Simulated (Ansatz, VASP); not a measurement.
# Li: VASP beside Ansatz

File INCAR:

```
PREC = Accurate ; ENCUT = 600
EDIFF = 1E-6 ; ISMEAR = -1
SIGMA = 0.1 ; LREAL = False
LASPH = True ; NELM = 80
ALGO = Normal ; ISIF = 3
LWAVE = False ; LCHARG = False
GGA = CA ; IBRION = 2
NSW = 80 ; EDIFFG = -0.01
```

The input KPOINTS:

```
Automatic mesh
0
Gamma
  13 13 13
```

The input POSCAR:

```
Li
1.0
   -1.7546500000      1.7546500000      1.7546500000
    1.7546500000     -1.7546500000      1.7546500000
    1.7546500000      1.7546500000     -1.7546500000
Li
1
Direct
    0.0000000000      0.0000000000      0.0000000000
```

Input for Ansatz:

```yaml
crystal:
  lattice:
    - [-1.75465, 1.75465, 1.75465]
    - [1.75465, -1.75465, 1.75465]
    - [1.75465, 1.75465, -1.75465]
  atoms:
    - { symbol: Li, position: [0.0, 0.0, 0.0] }
hamiltonian:
  xc: lda
  pseudopotentials:
    kind: paw
    azcp:
      Li: "pseudopotentials/Li.paw.azcp"
basis:
  ecutwfc: 420
  fft_grid_basis: typed
kpoints:
  mp_grid: { grid: [13, 13, 13], shift: [0, 0, 0] }
magnetization:
  spin_polarized: false
scf:
  occupations: { method: fermi_dirac, width: 0.1 }
relax:
  max_steps: 60
  f_tol: 0.01
  cell: {}
```

Alike in both runs: task relaxation of cell and atoms; functional LDA; k mesh 13 × 13 × 13; occupations fermi-dirac, width 0.1 eV; no spin polarisation.

|  | VASP | Ansatz |
| --- | --- | --- |
| version | VASP 6.6.1 | Ansatz 0.2.0 |
| potentials or method | VASP PAW LDA potentials, release 64 (Li_sv), cutoff 600 eV | plane waves (420 eV) with PAW, scalar-relativistic |
| valence electrons in the cell | 3 | 3 |

Ansatz gave:

| Item | Value |
| --- | --- |
| relaxed volume (Å³/atom) | 19.02 |
| relaxed cell length with the largest relative difference (Å) | 2.913 |

Which values does VASP return?

Relaxed volume (Å³/atom): 18.68; relaxed cell length with the largest relative difference (Å): 2.895.

Ansatz warns that its potentials were made for another functional, while VASP's fit it. LDA's correlation is that of Perdew and Zunger in VASP and of Perdew and Wang (1992) in Ansatz.

Noted on VASP's run: the cutoff is short for stress, so the pressure is rough.
